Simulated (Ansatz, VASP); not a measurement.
## One calculation of CuO, two programs

Contents of INCAR:

```
SYSTEM = CuO
PREC     = Accurate       ! precision mode
ENCUT    = 820            ! plane-wave cutoff, eV
EDIFF    = 1E-6           ! SCF threshold, eV
ISMEAR   = -1             ! smearing method
SIGMA    = 0.05           ! smearing width, eV
LREAL    = .FALSE.        ! projectors in reciprocal space
LASPH    = .TRUE.         ! aspherical terms in the spheres
NELM     = 120            ! most SCF steps
ALGO     = Normal         ! electronic algorithm
ISIF     = 2              ! what is computed and relaxed
LWAVE    = .FALSE.        ! write WAVECAR
LCHARG   = .FALSE.        ! write CHGCAR
GGA      = CA             ! functional
NBANDS   = 46             ! bands
GGA_COMPAT= .FALSE.
```

File KPOINTS:

```
Automatic mesh
0
G
  7 7 7
  0 0 0
```

File POSCAR:

```
CuO
1.0
    4.1609370000      0.0000000000      0.0000000000
    0.0000000000      4.1609370000      0.0000000000
    0.0000000000      0.0000000000      3.8876430000
Cu O
3 3
Direct
    0.5000000000      0.0000000000      0.5000000000
    0.0000000000      0.5000000000      0.5000000000
    0.0000000000      0.0000000000      0.0000000000
    0.0000000000      0.0000000000      0.5000000000
    0.5000000000      0.0000000000      0.0000000000
    0.0000000000      0.5000000000      0.0000000000
```

The input input.yaml:

```yaml
crystal:
  lattice:
    - [4.160937, 0.0, 0.0]
    - [0.0, 4.160937, 0.0]
    - [0.0, 0.0, 3.887643]
  atoms:
    - { symbol: Cu, position: [0.5, 0.0, 0.5] }
    - { symbol: Cu, position: [0.0, 0.5, 0.5] }
    - { symbol: Cu, position: [0.0, 0.0, 0.0] }
    - { symbol: O, position: [0.0, 0.0, 0.5] }
    - { symbol: O, position: [0.5, 0.0, 0.0] }
    - { symbol: O, position: [0.0, 0.5, 0.0] }
hamiltonian:
  xc: lda
  pseudopotentials: { kind: paw }
kpoints:
  mp_grid: { grid: [7, 7, 7] }
  band_path:
    path:
      - [[0.0, 0.0, 0.0], [0.0, 0.5, 0.0], [0.5, 0.5, 0.0], [0.0, 0.0, 0.0], [0.0, 0.0, 0.5], [0.0, 0.5, 0.5], [0.5, 0.5, 0.5], [0.0, 0.0, 0.5]]
      - [[0.0, 0.5, 0.0], [0.0, 0.5, 0.5]]
      - [[0.5, 0.5, 0.0], [0.5, 0.5, 0.5]]
    npoints: 14
scf:
  occupations: { method: fermi_dirac, width: 0.05 }
  n_extra_bands: 15
output:
  forces: true
  stress: true
  eigenvalues: true
  fatbands: true
```

Alike in both runs: functional LDA; k mesh 7 × 7 × 7; occupations fermi-dirac, width 0.05 eV; no spin polarisation.

```csv
,VASP,Ansatz
version,VASP 6.6.1,Ansatz 0.2.0
potentials or method,"VASP PAW LDA potentials, release 64 (Cu_sv_GW, O)",Ansatz PAW
plane-wave cutoff (eV),820,420
valence electrons in the cell,75,75
task,single point,band structure
```

|  | VASP | Ansatz | Ansatz less VASP |
| --- | --- | --- | --- |
| gap on the k mesh at the Fermi level (eV) | none | none | - |
| pressure (GPa) | -11.8 | -11.5 | +0.31 |
| traceless stress, the component that is largest in VASP (GPa) | -4.37 | -4.80 | -0.430 |

LDA's correlation is that of Perdew and Zunger in VASP and of Perdew and Wang (1992) in Ansatz. A gap of «none» marks a metal or a gap that the smearing closes.
